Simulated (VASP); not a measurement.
A run of VASP 6.6.1 is set up as follows.

The input INCAR:

```
SYSTEM = RbCl
PREC = Accurate
ENCUT = 500
EDIFF = 1E-6
ISMEAR = 0
SIGMA = 0.05
LREAL = .False.
LASPH = .True.
NELM = 120
ALGO = Normal
ISIF = 2
LWAVE = .False.
LCHARG = .False.
GGA = PE
NBANDS = 15
GGA_COMPAT = .False.
```

KPOINTS

```
regular mesh
0
Gamma
  6 6 6
  0 0 0
```

File POSCAR:

```
RbCl
1.0
    0.0000000000      3.2740000000      3.2740000000
    3.2740000000      0.0000000000      3.2740000000
    3.2740000000      3.2740000000      0.0000000000
Rb Cl
1 1
Direct
    0.0000000000      0.0000000000      0.0000000000
    0.5000000000      0.5000000000      0.5000000000
```

Potentials or basis: VASP PAW PBE potentials, release 64 (Rb_sv, Cl).

Launch:

```console
$ cat potpaw_PBE.64/Rb_sv/POTCAR potpaw_PBE.64/Cl/POTCAR > POTCAR
$ mpirun -np 1 vasp_std > vasp.out
```

(1) What does it give for the pressure?

(2) Predict the band gap on the k mesh.

Results:

(1) 1.2 GPa.

(2) 5.05 eV, direct.
